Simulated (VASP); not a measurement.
# B9C5 in VASP: a series of runs, part 3 of 3

VASP 6.6.1. The steps go on from the part before.

### 7 Single point, PBE

INCAR

```
SYSTEM = B9C5
PREC = Accurate ; ENCUT = 520
EDIFF = 1E-6 ; ISMEAR = -1
SIGMA = 0.05 ; LREAL = .False.
LASPH = .True. ; NELM = 120
ALGO = Normal ; ISIF = 2
LWAVE = .False. ; LCHARG = .True.
GGA = PE ; LELF = .True.
LVHAR = .True. ; NBANDS = 36
ISYM = -1 ; GGA_COMPAT = .False.
```

KPOINTS

```
explicit points
1
Reciprocal
  0.25000000   0.25000000   0.25000000 1
```

POSCAR

```
B9C5
1.0
    4.7317320000     -0.0454910000      0.0395370000
   -0.0454910000      4.9851620000     -0.0605250000
    0.0395370000     -0.0605250000      4.8261280000
C B
5 9
Direct
    0.8934842564      0.5043784883      0.3677981232
    0.7828618424      0.7693056986      0.4286884266
    0.9439993207      0.8960234395      0.6516733326
    0.2993987509      0.2822621931      0.1428469346
    0.0338677577      0.3903809870      0.6094966358
    0.8414406029      0.1764886345      0.7893673640
    0.4955985649      0.8130818730      0.2924177104
    0.9307286599      0.3229272770      0.1110782711
    0.3730734100      0.8303130833      0.9759561901
    0.3249961470      0.9075666986      0.6260325258
    0.4951794458      0.1353015749      0.9243132835
    0.2029039368      0.5937788197      0.1496456891
    0.2520727449      0.1888175397      0.4561252792
    0.1359995019      0.6469279720      0.7824368320
```

Potentials or basis: VASP PAW PBE potentials, release 64 (C, B).

Command:

```sh
cat potpaw_PBE.64/C/POTCAR potpaw_PBE.64/B/POTCAR > POTCAR
mpirun -np 1 vasp_std > vasp.out
```

OUTCAR:

```text
SYSTEM = B9C5
   PREC = Accurate
   ENCUT = 520
   EDIFF = 1E-6
   ISMEAR = -1
   LREAL = .False.
   LASPH = .True.
   NELM = 120
   ISIF = 2
   GGA = PE
   ISYM = -1

 ion  position               nearest neighbor table
   1  0.893  0.504  0.368-   2 1.45   5 1.48   8 1.53  12 1.84
   2  0.783  0.769  0.429-   1 1.45   3 1.45   7 1.54
   3  0.944  0.896  0.652-   2 1.45   6 1.61  14 1.69  10 1.81
   4  0.299  0.282  0.143-  11 1.57  13 1.60  12 1.63   8 1.77
   5  0.034  0.390  0.609-   1 1.48  14 1.58  13 1.61   6 1.64
   6  0.841  0.176  0.789-   3 1.61   5 1.64   8 1.75  11 1.76
   7  0.496  0.813  0.292-   2 1.54   9 1.65  10 1.84  12 1.88
   8  0.931  0.323  0.111-   1 1.53   6 1.75   4 1.77  12 1.86
   9  0.373  0.830  0.976-  11 1.64   7 1.65  12 1.65  14 1.71  10 1.76
  10  0.325  0.908  0.626-  13 1.69  14 1.74   9 1.76   3 1.81   7 1.84  11 1.98
  11  0.495  0.135  0.924-   4 1.57   9 1.64   6 1.76  10 1.98
  12  0.203  0.594  0.150-   4 1.63   9 1.65  14 1.83   1 1.84   8 1.86   7 1.88
[... 177 lines left out ...]

  FORCE on cell =-STRESS in cart. coord.  units (eV):
  Direction    XX          YY          ZZ          XY          YZ          ZX
  --------------------------------------------------------------------------------------
  -------------------------------------------------------------------------------------
  Total       -5.3841013      6.9349931     -2.4568802     -6.1071956     -2.9397000     -3.7975628
  in kB      -75.7981668     97.6318481    -34.5883198    -85.9779944    -41.3855277    -53.4626455
  external PRESSURE =      -4.2515462 kB  Pullay stress =       0.0000000 kB

 VOLUME and BASIS-vectors are now :
 -----------------------------------------------------------------------------
  energy-cutoff  :      520.00
  volume of cell :      113.81
      direct lattice vectors                 reciprocal lattice vectors
     4.731732000 -0.045491000  0.039537000     0.211371717  0.001908093 -0.001707687
    -0.045491000  4.985162000 -0.060525000     0.001908093  0.200643059  0.002500655
     0.039537000 -0.060525000  4.826128000    -0.001707687  0.002500655  0.207250796

 POSITION                                       TOTAL-FORCE (eV/Angst)
 -----------------------------------------------------------------------------------
      4.21933      2.45150      1.77984         0.191347      0.025174     -0.427731
      3.68625      3.77355      2.05330         0.584135     -0.421945      0.955864
      4.45176      4.38444      3.12815        -0.679339      0.324711     -0.945886
      1.40948      1.38486      0.68415        -1.017134      0.154728      0.303989
      0.16659      1.90768      2.91922         0.015679      0.185736      1.054074
      4.00465      0.79377      3.83217         0.172749      0.283869      0.039795
      2.31961      4.01310      1.38163        -0.571855      0.306666      0.327412
      4.39366      1.56078      0.55333         1.323042     -0.409603     -0.593848
      1.76610      4.06320      4.67458        -0.067306     -0.922220     -0.822598
      1.52126      4.47169      2.97923        -0.392794     -0.329477      0.466597
      2.37345      0.59603      4.47224         0.164501      0.163938      0.073263
      0.93899      2.94180      0.69429         0.339621     -0.502466     -0.290676
      1.20218      0.90221      2.19986         0.144107      0.746286     -0.624556
      0.64502      3.17150      3.74236        -0.206755      0.394601      0.484301
 -----------------------------------------------------------------------------------
    total drift:                               -0.000229     -0.000050     -0.000074

  FREE ENERGIE OF THE ION-ELECTRON SYSTEM (eV)
  ---------------------------------------------------
  free  energy   TOTEN  =       -98.5286652745 eV

  energy  without entropy=      -98.4593462299  energy(sigma->0) =      -98.49400575
```

OSZICAR:

```text
N       E                     dE             d eps       ncg     rms          rms(c)
DAV:   1     0.145076187961E+03    0.14508E+03   -0.22002E+04    72   0.118E+03
DAV:   2    -0.926224178672E+02   -0.23770E+03   -0.22439E+03    92   0.247E+02
DAV:   3    -0.104617609575E+03   -0.11995E+02   -0.11785E+02    88   0.513E+01
DAV:   4    -0.104825165101E+03   -0.20756E+00   -0.20708E+00    88   0.731E+00
DAV:   5    -0.104830413127E+03   -0.52480E-02   -0.52422E-02    88   0.114E+00    0.140E+01
DAV:   6    -0.996902566710E+02    0.51402E+01   -0.64872E+00    88   0.125E+01    0.746E+00
DAV:   7    -0.986113770665E+02    0.10789E+01   -0.28090E+00    88   0.774E+00    0.318E+00
DAV:   8    -0.985201084565E+02    0.91269E-01   -0.29199E-01    88   0.264E+00    0.102E+00
DAV:   9    -0.985257150596E+02   -0.56066E-02   -0.28668E-02    88   0.855E-01    0.354E-01
DAV:  10    -0.985280307130E+02   -0.23157E-02   -0.37807E-03    88   0.317E-01    0.865E-02
DAV:  11    -0.985285282229E+02   -0.49751E-03   -0.53797E-04    88   0.120E-01    0.362E-02
DAV:  12    -0.985286408689E+02   -0.11265E-03   -0.10590E-04    88   0.527E-02    0.168E-02
DAV:  13    -0.985286617695E+02   -0.20901E-04   -0.22904E-05    88   0.249E-02    0.563E-03
DAV:  14    -0.985286649040E+02   -0.31345E-05   -0.40702E-06    88   0.102E-02    0.185E-03
DAV:  15    -0.985286652745E+02   -0.37053E-06   -0.39682E-07    56   0.353E-03
   1 F= -.98528665E+02 E0= -.98494006E+02  d E =-.693190E-01
```

stdout:

```text
POSCAR found type information on POSCAR C B
 POSCAR found :  2 types and      14 ions
 scaLAPACK will be used
 LDA part: xc-table for (Slater+PW92), standard interpolation
 POSCAR, INCAR and KPOINTS ok, starting setup
 FFT: planning ... GRIDC
 FFT: planning ... GRID_SOFT
 FFT: planning ... GRID
 WAVECAR not read
 entering main loop
```

Wall time 14 s (1 thread of Intel Xeon 8259CL, shared host); peak memory 0.2 GiB.

What came out:

* Free energy: -98.5287 eV
* Pressure: -0.4 GPa
* Largest force: 1.507 eV/Å
* Band gap on the k mesh: zero (an odd number of electrons rules out a gap without spin polarisation)

Forces on the atoms (eV/Å):
```
C    0.191  0.025 -0.428
C    0.584 -0.422  0.956
C   -0.679  0.325 -0.946
C   -1.017  0.155  0.304
C    0.016  0.186  1.054
B    0.173  0.284  0.040
B   -0.572  0.307  0.327
B    1.323 -0.410 -0.594
B   -0.067 -0.922 -0.823
B   -0.393 -0.329  0.467
B    0.165  0.164  0.073
B    0.340 -0.502 -0.291
B    0.144  0.746 -0.625
B   -0.207  0.395  0.484
```

Stress tensor (GPa, compression positive):
```
-7.58 -8.60 -5.35
-8.60  9.76 -4.14
-5.35 -4.14 -3.46
```

Levels at points of the mesh, in eV from the Fermi level:
| k point | band 21 | band 22 | band 23 | band 24 | band 25 | band 26 | band 27 | band 28 |
| --- | --- | --- | --- | --- | --- | --- | --- | --- |
| (0.25, 0.25, 0.25) | -2.87 | -1.97 | -1.49 | 0.00 | 0.63 | 1.21 | 1.84 | 3.00 |

Caveat: the atoms stand as in a frame of molecular dynamics; an odd number of electrons without spin polarisation forces a metal; a magnetic or distorted state may lie lower.

### 8 The runs side by side

| cell | smearing | gap on the mesh (eV) | pressure (GPa) | largest force (eV/Å) |
| --- | --- | --- | --- | --- |
| as given, atomic positions A | fermi-dirac 0.3447 eV | none | 11.0 | 6.70 |
| as given, atomic positions B | fermi-dirac 0.3447 eV | none | 14.5 | 8.50 |
| as given, atomic positions C | fermi-dirac 0.3447 eV | none | 14.0 | 11.76 |
| as given, atomic positions D | fermi-dirac 0.05 eV | none | -0.1 | 2.36 |
| as given, atomic positions E | fermi-dirac 0.05 eV | none | 4.5 | 2.79 |
| as given, atomic positions F | fermi-dirac 0.05 eV | none | -0.4 | 1.51 |

Alike in all rows: task single point; level PBE; potentials or basis VASP PAW PBE potentials, release 64 (C, B); no spin polarisation; k mesh 1 × 1 × 1, shifted; cutoff (eV) 520.

Caveats: the atoms stand as in a frame of molecular dynamics; an odd number of electrons without spin polarisation forces a metal; a magnetic or distorted state may lie lower; so wide a smearing shifts energies and pressures (at least some runs).

Total energies depend on the potentials used, so only differences within one code and one set of settings carry meaning.
